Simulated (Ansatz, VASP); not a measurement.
## Na in VASP and in Ansatz

```
Na
1.0
     3.76700    0.00000    0.00000
    -1.88350    3.26232    0.00000
     0.00000    0.00000    6.15400
Na
2
Cartesian
  1.8835 1.0874 4.6155
  0.0000 2.1749 1.5385
```

Alike in both runs: functional r2SCAN0; k mesh 5 × 5 × 3; occupations fermi-dirac, width 0.05 eV; no spin polarisation.

|  | VASP | Ansatz |
| --- | --- | --- |
| version | VASP 6.6.1 | Ansatz 0.2.0 |
| potentials or method | VASP PAW PBE potentials, release 64 (Na_pv) | Ansatz PAW |
| plane-wave cutoff (eV) | 520 | 500 |
| valence electrons in the cell | 14 | 18 |
| task | single point | projected density of states |

```csv
,VASP,Ansatz,Ansatz less VASP
gap on the k mesh at the Fermi level (eV),none,none,-
pressure (GPa),0.0,0.0,-0.01
"traceless stress, the component that is largest in VASP (GPa)",0.07,0.07,+0.007
```

VASP's potentials were made for PBE, not for r2SCAN0. A gap of «none» marks a metal or a gap that the smearing closes. The functional is the same, so the differences come from potentials, cutoffs and numerics. VASP's potentials hold 14 valence electrons a cell and Ansatz's 18, so a difference there can come from the potentials and not from the codes.

The k mesh is coarse, so the values compare programs but aren't converged.
